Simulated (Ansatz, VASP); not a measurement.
# W3O: VASP beside Ansatz

```
CELL_PARAMETERS angstrom
4.88450 0.00000 0.00000
0.00000 4.88450 0.00000
0.00000 0.00000 4.88450
ATOMIC_POSITIONS crystal
W 0.50000 0.74919 0.00000
W 0.00000 0.49896 0.75000
W 0.25000 0.99896 0.50000
W 0.50000 0.24919 0.00000
W 0.00000 0.49896 0.25000
W 0.75000 0.99896 0.50000
O 0.50000 0.53327 0.50000
O 0.00000 0.03327 0.00000
```

Alike in both runs: task single point; functional PBE; k mesh 8 × 8 × 8; occupations gaussian, width 0.15 eV; no spin polarisation.

```csv
,VASP,Ansatz
version,VASP 6.6.1,Ansatz 0.2.0
potentials or method,"VASP PAW PBE potentials, release 64 (W_sv, O), cutoff 600 eV","scalar-relativistic, plane waves, PAW"
valence electrons in the cell,96,96
```

Ansatz gave:

* gap on the k mesh at the Fermi level (eV): none
* pressure (GPa): 0.2
* traceless stress, the component that is largest in VASP (GPa): -0.23
* rms of the force components (eV/Å): 0.237

Problem. Estimate VASP's values.

Solution. gap on the k mesh at the Fermi level (eV): none; pressure (GPa): 1.0; traceless stress, the component that is largest in VASP (GPa): -0.22; rms of the force components (eV/Å): 0.231.

Atom by atom the forces differ by 0.006 eV/Å (rms over components). A gap of «none» marks a metal or a gap that the smearing closes.

Neither program's run includes spin-orbit coupling.
